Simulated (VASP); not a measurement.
Nb, 1 atom in the cell. The structure is tetragonal, space group I4/mmm (No. 139). Conventional cell: a = 2.991 Å, b = 2.991 Å, c = 4.357 Å, α = 90.00°, β = 90.00°, γ = 90.00°. Within 3.9 Å of Nb (site symmetry 4/mmm) lie 12 Nb at 2.99 to 3.04 Å.  This cell differs from its parent crystal: zz strain of +3 %.

```yaml
Program: VASP 6.6.1
Task: single point
Functional: PBE
Potentials_or_basis: VASP PAW PBE potentials, release 64 (Nb_sv)
Cutoff: 520 eV
k_mesh: 13 × 13 × 13
Occupations: fermi-dirac, width 0.08 eV
Spin: no spin polarisation
Dipole_correction: no
Further_INCAR_settings: ALGO = Normal; EDIFF = 1e-06; NBANDS = 12
```

Potentials or basis: VASP PAW PBE potentials, release 64 (Nb_sv).

Command:

```bash
$ cat potpaw_PBE.64/Nb_sv/POTCAR > POTCAR
$ mpirun -np 1 vasp_std > vasp.out
```

Hardware: 1 thread of Intel Xeon 6975P-C (shared host).

Task: How long does it take, and how much memory?

Result: It took 24 s on 1 thread of Intel Xeon 6975P-C, with other jobs on the host, peak memory 0.17 GiB. Counts: scf iterations 12, k points 196.
